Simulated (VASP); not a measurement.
# H2 in VASP: a series of runs

The runs below take H2 through single point, relaxation of the atoms, with PBE.

All numbers are computed with VASP 6.6.1; they aren't measurements. Logs are shortened: lines on timing, memory, paths and dates and some standing lists are left out, and cuts for length are marked.

## 1. The cell of the first run

The cell holds a molecule in a box, 2 atoms: a = 9.000 Å, b = 9.500 Å, c = 10.000 Å, α = 90.00°, β = 90.00°, γ = 90.00°.

## 2. Single point, PBE

INCAR

```
SYSTEM = H
  PREC = Accurate
  ENCUT = 520
  EDIFF = 1E-6
  ISMEAR = 0
  SIGMA = 0.05
  LREAL = .FALSE.
  LASPH = .TRUE.
  NELM = 60
  ALGO = Normal
  ISIF = 2
  LWAVE = .FALSE.
  LCHARG = .FALSE.
  GGA = PE
  NBANDS = 8
```

KPOINTS

```
Automatic mesh
0
G
  1 1 1
  0 0 0
```

POSCAR

```
H
1.0
    9.0000000000      0.0000000000      0.0000000000
    0.0000000000      9.5000000000      0.0000000000
    0.0000000000      0.0000000000     10.0000000000
H
2
Direct
    0.5000000000      0.5000000000      0.4625000000
    0.5000000000      0.5000000000      0.5375000000
```

Potentials or basis: VASP PAW PBE potentials, release 64 (H).

Run with:

```sh
> cat potpaw_PBE.64/H/POTCAR > POTCAR
> mpirun -np 1 vasp_gam > vasp.out
```

OUTCAR:

```text
SYSTEM = H
   PREC = Accurate
   ENCUT = 520
   EDIFF = 1E-6
   ISMEAR = 0
   LREAL = .FALSE.
   LASPH = .TRUE.
   NELM = 60
   ISIF = 2
   GGA = PE

 ion  position               nearest neighbor table
   1  0.500  0.500  0.462-   2 0.75
   2  0.500  0.500  0.538-   1 0.75

  LATTYP: Found a simple orthorhombic cell.
 ALAT       =     9.0000000000
 B/A-ratio  =     1.0555555556
 C/A-ratio  =     1.1111111111

  Lattice vectors:

 A1 = (   9.0000000000,   0.0000000000,   0.0000000000)
 A2 = (   0.0000000000,   9.5000000000,   0.0000000000)
 A3 = (   0.0000000000,   0.0000000000,  10.0000000000)

Analysis of symmetry for initial positions (statically):
=====================================================================
 Subroutine PRICEL returns:
 Original cell was already a primitive cell.

 Routine SETGRP: Setting up the symmetry group for a
 simple orthorhombic supercell.

 Subroutine GETGRP returns: Found  8 space group operations
 (whereof  8 operations were pure point group operations)
 out of a pool of  8 trial point group operations.

The static configuration has the point symmetry D_2h.

Analysis of symmetry for dynamics (positions and initial velocities):
=====================================================================
 Subroutine PRICEL returns:
 Original cell was already a primitive cell.

 Routine SETGRP: Setting up the symmetry group for a
 simple orthorhombic supercell.

 Subroutine GETGRP returns: Found  8 space group operations
 (whereof  8 operations were pure point group operations)
 out of a pool of  8 trial point group operations.

The dynamic configuration has the point symmetry D_2h.

 Subroutine INISYM returns: Found  8 space group operations
 (whereof  8 operations are pure point group operations),
 and found     1 'primitive' translations

----------------------------------------------------------------------------------------

                                     Primitive cell

  volume of cell :     855.0000

  direct lattice vectors                    reciprocal lattice vectors
     9.000000000  0.000000000  0.000000000     0.111111111  0.000000000  0.000000000
     0.000000000  9.500000000  0.000000000     0.000000000  0.105263158  0.000000000
     0.000000000  0.000000000 10.000000000     0.000000000  0.000000000  0.100000000

  length of vectors
[... 54 lines left out ...]
   LSORBIT =      F    spin-orbit coupling
   LASPH  =      T    aspherical Exc in radial PAW
   ENCUT  =  520.0 eV  38.22 Ry    6.18 a.u.  16.73 17.66 18.59*2*pi/ulx,y,z
   NELM   =     60;   NELMIN=  2; NELMDL= -5     # of ELM steps
   EDIFF  = 0.1E-05   stopping-criterion for ELM
   LREAL  =      F    real-space projection
   EDIFFG = 0.1E-04   stopping-criterion for IOM
   NSW    =      0    number of steps for IOM
   IBRION =     -1    ionic relax: 0-MD 1-quasi-New 2-CG
   NFREE  =      0    steps in history (QN), initial steepest desc. (CG)
   ISIF   =      2    stress and relaxation
   ISYM   =      2    0-nonsym 1-usesym 2-fastsym
   POTIM  = 0.5000    time-step for ionic-motion
   TEBEG  =    0.0;   TEEND  =   0.0 temperature during run
   PSTRESS=    0.0 pullay stress
   NELECT =       2.0000    total number of electrons
   NUPDOWN=      -1.0000    fix difference up-down
   EMIN   =  10.00;   EMAX   =-10.00  energy-range for DOS
   EFERMI =   0.00;   METHOD = LEGACY
   ISMEAR =     0;   SIGMA  =   0.05  broadening in eV -4-tet -1-fermi 0-gaus
   EFERMI_NEDOS =   21; number of points for ismear=-14 and -15
   IALGO  =     38    algorithm
   IMIX   =      4    mixing-type and parameters
     AMIX     =   0.40;   BMIX     =  1.00
     AMIX_MAG =   1.60;   BMIX_MAG =  1.00
  volume/ion in A,a.u.               =     427.50      2884.91
  Fermi-wavevector in a.u.,A,eV,Ry     =   0.217318  0.410672  0.642565  0.047227
  Thomas-Fermi vector in A             =   0.994036
   LORBIT       =      0    0 simple, 1 ext, 2 COOP (PROOUT), +10 PAW based schemes
   GGA     = PE    functional components
   LHFCALC =     F    Hartree Fock is set to
   AEXX    =    0.0000 exact exchange contribution
   IVDW    =     0    specifies the selected vdW correction
   LEPSILON=     F    determine dielectric tensor
   LRPA    =     F    only Hartree local field effects (RPA)
 non-spin polarized calculation
 Gauss-broadening in eV      SIGMA  =   0.05
  energy-cutoff  :      520.00
  volume of cell :      855.00
 maximum number of plane-waves:     11510
 NGX is ok and might be reduce to    70
   NGX = 33   NGY = 35   NGZ = 37

 number of electron       2.0000001 magnetization

 Free energy of the ion-electron system (eV)
  ---------------------------------------------------
  ext. energy  EPLUGINS =         0.00000000
  ---------------------------------------------------
  free energy    TOTEN  =        -6.77240498 eV

  energy without entropy =       -6.77240498  energy(sigma->0) =       -6.77240498

 E-fermi : -10.0622     XC(G=0):  -0.4397

 val. band max:      -10.2996191118   @ k =   0.0000   0.0000   0.0000
 cond. band min:      -0.1869912291   @ k =   0.0000   0.0000   0.0000
 fundamental gap:     10.1126278828
 Fermi energy:       -10.0621709645

 k-point     1 :       0.0000    0.0000    0.0000
  band No.  band energies     occupation
      1     -10.2996      2.00000
      2      -0.1870      0.00000
      3       0.3692      0.00000
      4       1.0377      0.00000
      5       1.1649      0.00000
      6       1.3499      0.00000
      7       1.5102      0.00000
      8       1.7041      0.00000

------------------------ aborting loop because EDIFF is reached ----------------------------------------

  FORCE on cell =-STRESS in cart. coord.  units (eV):
  Direction    XX          YY          ZZ          XY          YZ          ZX
  --------------------------------------------------------------------------------------
  -------------------------------------------------------------------------------------
  Total       -0.0276371     -0.0268957     -0.0374421     -0.0000000      0.0000000      0.0000000
  in kB       -0.0517890     -0.0503995     -0.0701624     -0.0000000      0.0000000      0.0000000
  external PRESSURE =      -0.0574503 kB  Pullay stress =       0.0000000 kB

 VOLUME and BASIS-vectors are now :
 -----------------------------------------------------------------------------
  energy-cutoff  :      520.00
  volume of cell :      855.00
      direct lattice vectors                 reciprocal lattice vectors
     9.000000000  0.000000000  0.000000000     0.111111111  0.000000000  0.000000000
     0.000000000  9.500000000  0.000000000     0.000000000  0.105263158  0.000000000
     0.000000000  0.000000000 10.000000000     0.000000000  0.000000000  0.100000000

 POSITION                                       TOTAL-FORCE (eV/Angst)
 -----------------------------------------------------------------------------------
      4.50000      4.75000      4.62500         0.000000     -0.000000      0.003423
      4.50000      4.75000      5.37500         0.000000      0.000000     -0.003423
 -----------------------------------------------------------------------------------
    total drift:                                0.000000      0.000000      0.000000

  FREE ENERGIE OF THE ION-ELECTRON SYSTEM (eV)
  ---------------------------------------------------
  free  energy   TOTEN  =        -6.7724049839 eV

  energy  without entropy=       -6.7724049839  energy(sigma->0) =       -6.77240498
```

OSZICAR:

```text
N       E                     dE             d eps       ncg     rms          rms(c)
DAV:   1     0.234519143892E+00    0.23452E+00   -0.46992E+02    16   0.117E+02
DAV:   2    -0.709518191595E+01   -0.73297E+01   -0.73297E+01    16   0.320E+01
DAV:   3    -0.745572025781E+01   -0.36054E+00   -0.36054E+00    24   0.876E+00
DAV:   4    -0.745588396025E+01   -0.16370E-03   -0.16370E-03    16   0.215E-01
DAV:   5    -0.745588476275E+01   -0.80250E-06   -0.80251E-06    16   0.195E-02    0.447E+00
DAV:   6    -0.701316550455E+01    0.44272E+00   -0.22278E-01    16   0.135E+00    0.244E+00
DAV:   7    -0.676818526001E+01    0.24498E+00   -0.53790E-01    16   0.212E+00    0.302E-01
DAV:   8    -0.677149713007E+01   -0.33119E-02   -0.66652E-03    16   0.221E-01    0.252E-01
DAV:   9    -0.676714511368E+01    0.43520E-02   -0.54775E-03    16   0.206E-01    0.433E-02
DAV:  10    -0.676993505452E+01   -0.27899E-02   -0.11571E-03    16   0.870E-02    0.354E-02
DAV:  11    -0.677020323286E+01   -0.26818E-03   -0.87607E-06    24   0.153E-02    0.205E-02
DAV:  12    -0.677209912076E+01   -0.18959E-02   -0.49053E-04    16   0.624E-02    0.112E-02
DAV:  13    -0.677228182295E+01   -0.18270E-03   -0.15121E-05    16   0.109E-02    0.820E-03
DAV:  14    -0.677237738516E+01   -0.95562E-04   -0.75621E-06    16   0.794E-03    0.176E-03
DAV:  15    -0.677240100194E+01   -0.23617E-04   -0.16511E-06    16   0.320E-03    0.532E-04
DAV:  16    -0.677240286039E+01   -0.18585E-05   -0.12806E-07    16   0.101E-03    0.357E-04
DAV:  17    -0.677240451100E+01   -0.16506E-05   -0.15439E-07    16   0.991E-04    0.356E-04
DAV:  18    -0.677240498390E+01   -0.47290E-06   -0.28324E-08    16   0.429E-04
   1 F= -.67724050E+01 E0= -.67724050E+01  d E =-.452798E-11
```

stdout:

```text
POSCAR found type information on POSCAR H
 POSCAR found :  1 types and       2 ions
 scaLAPACK will be used
 LDA part: xc-table for (Slater+PW92), standard interpolation
 POSCAR, INCAR and KPOINTS ok, starting setup
 FFT: planning ... GRIDC
 FFT: planning ... GRID_SOFT
 FFT: planning ... GRID
 WAVECAR not read
 entering main loop
```

Wall time 35 s (1 thread of AMD EPYC 7R43 (Zen 3), shared host); peak memory 0.61 GiB.

What came out:

- Free energy: -6.7724 eV
- Largest force: 0.003 eV/Å
- Gap between the frontier levels: 10.11 eV

Forces in eV/Å, atoms in the order of the input:
```
H    0.000  0.000  0.003
H    0.000  0.000 -0.003
```

## 3. Relaxation of the atoms, PBE

INCAR

```
SYSTEM = H
ALGO = Normal
EDIFF = 1E-7
EDIFFG = -0.02
ENCUT = 520
GGA = PE
IBRION = 2
ISIF = 2
ISMEAR = 0
LASPH = .True.
LCHARG = .False.
LREAL = .False.
LWAVE = .False.
NELM = 80
NSW = 80
PREC = Accurate
SIGMA = 0.05
```

KPOINTS

```
k-points
0
Gamma
  1 1 1
  0 0 0
```

POSCAR is that of step 2.

Potentials or basis: VASP PAW PBE potentials, release 64 (H).

Run with:

```sh
> cat potpaw_PBE.64/H/POTCAR > POTCAR
> mpirun -np 1 vasp_gam > vasp.out
```

Wall time 47 s (1 thread of AMD EPYC 7R43 (Zen 3), shared host); peak memory 0.61 GiB.

It converged, with:

```
Free energy                     : -6.7724 eV
Largest force after relaxing    : 0.003 eV/Å
Gap between the frontier levels : 10.12 eV
```

Forces in eV/Å, atoms in the order of the input:
```
H    0.000  0.000  0.003
H    0.000  0.000 -0.003
```

Final structure:
```
H
1.0
     9.00000    0.00000    0.00000
     0.00000    9.50000    0.00000
     0.00000    0.00000   10.00000
H
2
Direct
  0.50000 0.50000 0.46250
  0.50000 0.50000 0.53750
```

Levels at points of the mesh, in eV from the valence-band top:
```tsv
k point	band 1	band 2	band 3	band 4	band 5
(0.00, 0.00, 0.00)	0.00	10.12	10.67	11.33	11.46
```

Caveat: the relaxation stopped at its first step, so nothing moved.
